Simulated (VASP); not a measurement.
# Li2S (Fm-3m) in VASP: single point with r2SCAN

Aim: the single point of Li2S with r2SCAN.

Program: VASP 6.6.1. These are calculated values, not measurements. Logs are shortened: lines on timing, memory, paths and dates and some standing lists are left out, and cuts for length are marked.

## Step 1: The cell of the first run

The structure is cubic, space group Fm-3m (No. 225). Conventional cell: a = 5.758 Å, b = 5.758 Å, c = 5.758 Å, α = 90.00°, β = 90.00°, γ = 90.00°. Within 3.3 Å of S (site symmetry m-3m) lie 8 Li at 2.49 Å. Li (site symmetry -43m) has 4 S at 2.49 Å and 6 Li at 2.88 Å within 3.3 Å.

## Step 2: Single point, r2SCAN

File POSCAR:

```
Li2S
1.0
    0.0000000000      2.8791000000      2.8791000000
    2.8791000000      0.0000000000      2.8791000000
    2.8791000000      2.8791000000      0.0000000000
S Li
1 2
Direct
    0.0000000000      0.0000000000      0.0000000000
    0.2500000000      0.2500000000      0.2500000000
    0.7500000000      0.7500000000      0.7500000000
```

File INCAR.step1:

```
PREC = Accurate
ENCUT = 830
ISMEAR = 1
SIGMA = 0.0236
LREAL = F
LASPH = T
NELM = 120
NBANDS = 13
GGA = PE
ALGO = Normal
EDIFF = 1E-5
LWAVE = T
LCHARG = F
GGA_COMPAT = F
```

File INCAR.step2:

```
PREC = Accurate
ENCUT = 830
EDIFF = 1E-6
ISMEAR = 1
SIGMA = 0.0236
LREAL = F
LASPH = T
NELM = 120
ALGO = Normal
ISIF = 2
LWAVE = F
LCHARG = T
METAGGA = R2SCAN
LMIXTAU = T
LELF = T
LVHAR = T
NBANDS = 13
ISTART = 1
GGA_COMPAT = F
```

File KPOINTS:

```
Automatic mesh
0
Gamma
  8 8 8
```

Potentials or basis: VASP PAW PBE potentials, release 64 (S, Li_sv).

Started as:

```
$ cat potpaw_PBE.64/S/POTCAR potpaw_PBE.64/Li_sv/POTCAR > POTCAR
$ cp INCAR.step1 INCAR
$ mpirun -np 1 vasp_std > vasp.out
$ cp INCAR.step2 INCAR
$ mpirun -np 1 vasp_std > vasp.out
```

OUTCAR:

```text
PREC = Accurate
   ENCUT = 830
   EDIFF = 1E-6
   ISMEAR = 1
   LREAL = F
   LASPH = T
   NELM = 120
   ISIF = 2
   METAGGA = R2SCAN
   ISTART = 1

 ion  position               nearest neighbor table
   1  0.000  0.000  0.000-   3 2.49   3 2.49   3 2.49   2 2.49   2 2.49   2 2.49   3 2.49   2 2.49

   2  0.250  0.250  0.250-   1 2.49   1 2.49   1 2.49   1 2.49
   3  0.750  0.750  0.750-   1 2.49   1 2.49   1 2.49   1 2.49

  LATTYP: Found a face centered cubic cell.
 ALAT       =     5.7582000000

  Lattice vectors:

 A1 = (   0.0000000000,   2.8791000000,   2.8791000000)
 A2 = (   2.8791000000,   0.0000000000,   2.8791000000)
 A3 = (   2.8791000000,   2.8791000000,   0.0000000000)

Analysis of symmetry for initial positions (statically):
=====================================================================
 Subroutine PRICEL returns:
 Original cell was already a primitive cell.

 Routine SETGRP: Setting up the symmetry group for a
 face centered cubic supercell.

 Subroutine GETGRP returns: Found 48 space group operations
 (whereof 48 operations were pure point group operations)
 out of a pool of 48 trial point group operations.

The static configuration has the point symmetry O_h .

Analysis of symmetry for dynamics (positions and initial velocities):
=====================================================================
 Subroutine PRICEL returns:
 Original cell was already a primitive cell.

 Routine SETGRP: Setting up the symmetry group for a
 face centered cubic supercell.

 Subroutine GETGRP returns: Found 48 space group operations
 (whereof 48 operations were pure point group operations)
 out of a pool of 48 trial point group operations.

The dynamic configuration has the point symmetry O_h .

 Subroutine INISYM returns: Found 48 space group operations
 (whereof 48 operations are pure point group operations),
 and found     1 'primitive' translations

----------------------------------------------------------------------------------------

                                     Primitive cell

  volume of cell :      47.7310

  direct lattice vectors                    reciprocal lattice vectors
     0.000000000  2.879100000  2.879100000    -0.173665382  0.173665382  0.173665382
     2.879100000  0.000000000  2.879100000     0.173665382 -0.173665382  0.173665382
     2.879100000  2.879100000  0.000000000     0.173665382  0.173665382 -0.173665382

  length of vectors
     4.071662267  4.071662267  4.071662267     0.300797264  0.300797264  0.300797264

  position of ions in fractional coordinates (direct lattice)
     0.000000000  0.000000000  0.000000000
     0.250000000  0.250000000  0.250000000
     0.750000000  0.750000000  0.750000000

  ion indices of the primitive-cell ions
   primitive index   ion index
                 1           1
                 2           2
                 3           3

----------------------------------------------------------------------------------------

 KPOINTS: Automatic mesh

Automatic generation of k-mesh.
 Grid dimensions read from file:
 generate k-points for:    8    8    8

 Generating k-lattice:

  Cartesian coordinates                     Fractional coordinates (reciprocal lattice)
    -0.021708173  0.021708173  0.021708173     0.125000000  0.000000000  0.000000000
     0.021708173 -0.021708173  0.021708173     0.000000000  0.125000000  0.000000000
     0.021708173  0.021708173 -0.021708173     0.000000000  0.000000000  0.125000000

  Length of vectors
     0.037599658  0.037599658  0.037599658

  Shift w.r.t. Gamma in fractional coordinates (k-lattice)
     0.000000000  0.000000000  0.000000000

 Subroutine IBZKPT returns following result:
 ===========================================

 Found     29 irreducible k-points:

 Following reciprocal coordinates:
            Coordinates               Weight
  0.000000  0.000000  0.000000      1.000000
  0.125000  0.000000  0.000000      8.000000
  0.250000  0.000000  0.000000      8.000000
  0.375000  0.000000  0.000000      8.000000
  0.500000  0.000000  0.000000      4.000000
  0.125000  0.125000  0.000000      6.000000
[... 16 lines left out ...]
  0.500000  0.250000  0.125000     48.000000
 -0.375000  0.250000  0.125000     24.000000
 [... further k-points ...]
   k-points           NKPTS =     29   k-points in BZ     NKDIM =     29   number of bands    NBANDS=     13
   number of dos      NEDOS =    301   number of ions     NIONS =      3
   total plane-waves  NPLWV =  64000
   dimension x,y,z NGX =    40 NGY =   40 NGZ =   40
   dimension x,y,z NGXF=    80 NGYF=   80 NGZF=   80
   ions per type =               1   2
   NGX,Y,Z   is equivalent  to a cutoff of  16.33, 16.33, 16.33 a.u.
   NGXF,Y,Z  is equivalent  to a cutoff of  32.66, 32.66, 32.66 a.u.
 SYSTEM =  unknown system
   PREC   = accura    normal or accurate (medium, high low for compatibility)
   ISTART =      1    job   : 0-new  1-cont  2-samecut
   ICHARG =      0    charge: 1-file 2-atom 10-const
   ISPIN  =      1    spin polarized calculation?
   LNONCOLLINEAR =      F non collinear calculations
   LSORBIT =      F    spin-orbit coupling
   LASPH  =      T    aspherical Exc in radial PAW
   ENCUT  =  830.0 eV  61.00 Ry    7.81 a.u.   9.56  9.56  9.56*2*pi/ulx,y,z
   NELM   =    120;   NELMIN=  2; NELMDL=  0     # of ELM steps
   EDIFF  = 0.1E-05   stopping-criterion for ELM
   LREAL  =      F    real-space projection
   EDIFFG = 0.1E-04   stopping-criterion for IOM
   NSW    =      0    number of steps for IOM
   IBRION =     -1    ionic relax: 0-MD 1-quasi-New 2-CG
   NFREE  =      0    steps in history (QN), initial steepest desc. (CG)
   ISIF   =      2    stress and relaxation
   ISYM   =      2    0-nonsym 1-usesym 2-fastsym
   POTIM  = 0.5000    time-step for ionic-motion
   TEBEG  =    0.0;   TEEND  =   0.0 temperature during run
   PSTRESS=    0.0 pullay stress
   NELECT =      12.0000    total number of electrons
   NUPDOWN=      -1.0000    fix difference up-down
   EMIN   =  10.00;   EMAX   =-10.00  energy-range for DOS
   EFERMI =   0.00;   METHOD = LEGACY
   ISMEAR =     1;   SIGMA  =   0.02  broadening in eV -4-tet -1-fermi 0-gaus
   EFERMI_NEDOS =   21; number of points for ismear=-14 and -15
   IALGO  =     38    algorithm
   IMIX   =      4    mixing-type and parameters
     AMIX     =   0.40;   BMIX     =  1.00
     AMIX_MAG =   1.60;   BMIX_MAG =  1.00
  volume/ion in A,a.u.               =      15.91       107.37
  Fermi-wavevector in a.u.,A,eV,Ry     =   1.033241  1.952543 14.525416  1.067588
  Thomas-Fermi vector in A             =   2.167479
   LORBIT       =      0    0 simple, 1 ext, 2 COOP (PROOUT), +10 PAW based schemes
   METAGGA = R2SCAN    functional components
   LHFCALC =     F    Hartree Fock is set to
   AEXX    =    0.0000 exact exchange contribution
   IVDW    =     0    specifies the selected vdW correction
   LEPSILON=     F    determine dielectric tensor
   LRPA    =     F    only Hartree local field effects (RPA)
 non-spin polarized calculation
 Methfessel and Paxton  Order N= 1 SIGMA  =   0.02
  energy-cutoff  :      830.00
  volume of cell :       47.73
 maximum number of plane-waves:      2637
 NGX is ok and might be reduce to    40
   NGX = 19   NGY = 19   NGZ = 19

 number of electron      11.9999999 magnetization

 Free energy of the ion-electron system (eV)
  ---------------------------------------------------
  ext. energy  EPLUGINS =         0.00000000
  ---------------------------------------------------
  free energy    TOTEN  =       -17.37470951 eV

  energy without entropy =      -17.37470951  energy(sigma->0) =      -17.37470951

 E-fermi :   1.1682     XC(G=0):  -8.7829

 val. band max:        0.9995766154   @ k =   0.0000   0.0000   0.0000
 cond. band min:       4.8745573407   @ k =   0.5000   0.5000   0.0000
 fundamental gap:      3.8749807253
 Fermi energy:         1.1681999813

 k-point     1 :       0.0000    0.0000    0.0000
  band No.  band energies     occupation
      1     -44.6690      2.00000
      2     -44.6329      2.00000
      3     -10.3941      2.00000
      4       0.9996      2.00000
      5       0.9996      2.00000
      6       0.9996      2.00000
      7       5.8578      0.00000
      8       7.8889      0.00000
      9       7.8889      0.00000
     10       7.8889      0.00000
     11      12.6713      0.00000
     12      12.6713      0.00000
     13      14.2473      0.00000

 k-point     2 :       0.1250    0.0000    0.0000
  band No.  band energies     occupation
      1     -44.6676      2.00000
      2     -44.6342      2.00000
      3     -10.3393      2.00000
      4       0.4414      2.00000
      5       0.9169      2.00000
      6       0.9169      2.00000
      7       6.2780      0.00000
      8       8.1247      0.00000
      9       8.1247      0.00000
     10       8.2311      0.00000
     11      11.7794      0.00000
     12      11.7794      0.00000
     13      14.3745      0.00000

 k-point     3 :       0.2500    0.0000    0.0000
  band No.  band energies     occupation
      1     -44.6634      2.00000
      2     -44.6379      2.00000
      3     -10.1995      2.00000
      4      -0.6109      2.00000
      5       0.7356      2.00000
      6       0.7356      2.00000
      7       6.9787      0.00000
      8       8.4334      0.00000
      9       8.4334      0.00000
     10       9.0440      0.00000
     11      11.4439      0.00000
     12      11.4439      0.00000
     13      14.7782      0.00000
[... 305 lines left out ...]
 k-point    23 :       0.5000    0.2500    0.1250
  band No.  band energies     occupation
      1     -44.6558      2.00000
      2     -44.6447      2.00000
      3      -9.9694      2.00000
      4      -1.2552      2.00000
      5      -0.1696      2.00000
      6       0.2790      2.00000
      7       7.2338      0.00000
      8       8.4263      0.00000
      9       9.6831      0.00000
     10      10.0721      0.00000
     11      11.6563      0.00000
     12      14.1718      0.00000
     13      15.4327      0.00000

 k-point    24 :      -0.3750    0.2500    0.1250
  band No.  band energies     occupation
      1     -44.6502      2.00000
      2     -44.6501      2.00000
      3      -9.9150      2.00000
      4      -1.4819      2.00000
      5      -0.1892      2.00000
      6       0.1374      2.00000
      7       7.3532      0.00000
      8       8.3057      0.00000
      9      10.0016      0.00000
     10      10.6409      0.00000
     11      12.0804      0.00000
     12      13.4377      0.00000
     13      15.0719      0.00000

 [... further k-points ...]

------------------------ aborting loop because EDIFF is reached ----------------------------------------

  FORCE on cell =-STRESS in cart. coord.  units (eV):
  Direction    XX          YY          ZZ          XY          YZ          ZX
  --------------------------------------------------------------------------------------
  -------------------------------------------------------------------------------------
  Total       -0.4811588     -0.4811588     -0.4811588     -0.0000000     -0.0000000      0.0000000
  in kB      -16.1509753    -16.1509753    -16.1509753     -0.0000000     -0.0000000      0.0000000
  external PRESSURE =     -16.1509753 kB  Pullay stress =       0.0000000 kB

 VOLUME and BASIS-vectors are now :
 -----------------------------------------------------------------------------
  energy-cutoff  :      830.00
  volume of cell :       47.73
      direct lattice vectors                 reciprocal lattice vectors
     0.000000000  2.879100000  2.879100000    -0.173665382  0.173665382  0.173665382
     2.879100000  0.000000000  2.879100000     0.173665382 -0.173665382  0.173665382
     2.879100000  2.879100000  0.000000000     0.173665382  0.173665382 -0.173665382

 POSITION                                       TOTAL-FORCE (eV/Angst)
 -----------------------------------------------------------------------------------
      0.00000      0.00000      0.00000        -0.000000      0.000000     -0.000000
      1.43955      1.43955      1.43955         0.000000      0.000000      0.000000
      4.31865      4.31865      4.31865        -0.000000     -0.000000     -0.000000
 -----------------------------------------------------------------------------------
    total drift:                                0.000000     -0.000000      0.000000

  FREE ENERGIE OF THE ION-ELECTRON SYSTEM (eV)
  ---------------------------------------------------
  free  energy   TOTEN  =       -17.3747095073 eV

  energy  without entropy=      -17.3747095073  energy(sigma->0) =      -17.37470951
```

Run time: 3.3 min. Hardware: 1 thread of Intel Xeon 8259CL, shared host; peak memory 0.26 GiB.

What came out:

```yaml
Free_energy: -17.3747 eV
Pressure: -1.6 GPa
Band_gap_on_the_k_mesh: 3.88 eV (least direct gap 4.86 eV)
```

Caveat: the PAW data sets were made with another functional, which shifts forces and pressure a little.
